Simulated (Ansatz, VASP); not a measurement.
## One calculation of MgF2, two programs

```xyz
6
Lattice="4.6501 0.0000 0.0000 0.0000 4.6501 0.0000 0.0000 0.0000 3.0618" Properties=species:S:1:pos:R:3 pbc="T T T"
Mg    0.0000    0.0000    0.0000
Mg    2.3251    2.3251    1.5309
F     1.4116    1.4116    0.0000
F     0.9135    3.7367    1.5309
F     3.2385    3.2385    0.0000
F     3.7367    0.9135    1.5309
```

Alike in both runs: task single point; functional PBE; k mesh 4 × 4 × 8; no spin polarisation.

|  | VASP | Ansatz |
| --- | --- | --- |
| version | VASP 6.6.1 | Ansatz 0.2.0 |
| potentials or method | VASP PAW PBE potentials, release 64 (Mg, F) | plane waves, PAW |
| plane-wave cutoff (eV) | 600 | 420 |
| occupations | gaussian, width 0.01 eV | fixed |
| valence electrons in the cell | 32 | 48 |

|  | VASP | Ansatz | Ansatz less VASP |
| --- | --- | --- | --- |
| gap on the k mesh at the Fermi level (eV) | 7.00 | 7.04 | +0.039 |
| pressure (GPa) | 2.0 | 3.1 | +1.06 |
| traceless stress, the component that is largest in VASP (GPa) | 0.25 | 0.31 | +0.062 |
| rms of the force components (eV/Å) | 0.022 | 0.023 | +0.0007 |

Atom by atom the forces differ by 0.001 eV/Å (rms over components). VASP's potentials hold 32 valence electrons a cell and Ansatz's 48, so a difference there can come from the potentials and not from the codes.
